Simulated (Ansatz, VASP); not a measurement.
**Two plane-wave programs on Ti2Pt3**

```
Ti Pt
1.0
     4.22016    0.00000    0.00000
     0.00000    4.22016    0.00000
     0.00000    0.00000    5.21031
Ti Pt
2 3
Direct
  0.00000 0.00000 0.72912
  0.00000 0.00000 0.27088
  0.50000 0.00000 0.50000
  0.00000 0.50000 0.50000
  0.50000 0.50000 0.50000
```

Alike in both runs: task single point; functional PBE; k mesh 4 × 4 × 4; occupations gaussian, width 0.1 eV; no spin polarisation.

|  | VASP | Ansatz |
| --- | --- | --- |
| version | VASP 6.6.1 | Ansatz 0.2.0 |
| potentials or method | VASP PAW PBE potentials, release 64 (Ti_sv, Pt), cutoff 520 eV | scalar-relativistic, plane waves, PAW |
| valence electrons in the cell | 54 | 78 |

Ansatz gave:

```
gap on the k mesh at the Fermi level (eV) : none
rms of the force components (eV/Å)        : 1.513
```

Q: Which values does VASP return?

A: gap on the k mesh at the Fermi level (eV): none; rms of the force components (eV/Å): 1.548.

Atom by atom the forces differ by 0.035 eV/Å (rms over components). A gap of «none» marks a metal or a gap that the smearing closes. VASP's potentials hold 54 valence electrons a cell and Ansatz's 78, so a difference there can come from the potentials and not from the codes.

The k mesh is coarse, so the values compare programs but aren't converged. Spin-orbit coupling is off throughout.
